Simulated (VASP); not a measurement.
CsI:

```
Cs I
1.0
     4.60808    0.00000    0.00000
     0.00000    4.60808    0.00000
     0.00000    0.00000    4.60808
Cs I
1 1
Direct
  0.00000 0.00000 0.00000
  0.50000 0.50000 0.50000
```

Base run:

| Quantity | Value |
| --- | --- |
| Program | VASP 6.6.1 |
| Functional | r2SCAN |
| Potentials or basis | VASP PAW PBE potentials, release 64 (Cs_sv, I) |
| Cutoff | 550 eV |
| k mesh | 4 × 4 × 4 |
| Occupations | gaussian, width 0.01 eV |
| Spin | no spin polarisation |

Its results: band gap on the k mesh 4.50 eV, indirect (least direct gap 4.59 eV); pressure 0.1 GPa.

**Question.** The run is repeated on the same cell with these changes: functional from r2SCAN to HSE06; cutoff from 550 eV to 400 eV. What comes out?

**Answer.** Band gap on the k mesh 4.78 eV, indirect (least direct gap 4.88 eV); pressure 0.2 GPa.

HSE06 gives the wider gap, since exact exchange removes part of the self-interaction.

Caveats: the PAW data sets were made with another functional, which shifts forces and pressure a little; spin-orbit coupling is left out, which moves the levels of the heavy elements.

A k mesh can miss the band edges.
